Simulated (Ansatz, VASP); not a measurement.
One calculation of SrMg, two programs

```
CELL_PARAMETERS angstrom
3.78300 0.00000 0.00000
0.00000 3.78300 0.00000
0.00000 0.00000 3.78300
ATOMIC_POSITIONS crystal
Sr 0.50000 0.50000 0.50000
Mg 0.00000 0.00000 0.00000
```

Change from the starting cell: strain -0.030 along x and y, -0.030 along z, atoms carried along.

Alike in both runs: task single point; functional LDA; k mesh 12 × 12 × 12; occupations gaussian, width 0.15 eV; no spin polarisation.

|  | VASP | Ansatz |
| --- | --- | --- |
| version | VASP 6.6.1 | Ansatz 0.2.0 |
| potentials or method | VASP PAW LDA potentials, release 64 (Sr_sv, Mg), cutoff 520 eV | scalar-relativistic, plane waves, PAW |
| valence electrons in the cell | 12 | 20 |

Ansatz gave:

```
gap on the k mesh at the Fermi level (eV) : none
pressure (GPa)                            : 7.2
```

**Question.** Estimate VASP's values.

**Answer.** gap on the k mesh at the Fermi level (eV): none; pressure (GPa): 7.1.

LDA's correlation is that of Perdew and Zunger in VASP and of Perdew and Wang (1992) in Ansatz. A gap of «none» marks a metal or a gap that the smearing closes. VASP's potentials hold 12 valence electrons a cell and Ansatz's 20, so a difference there can come from the potentials and not from the codes.
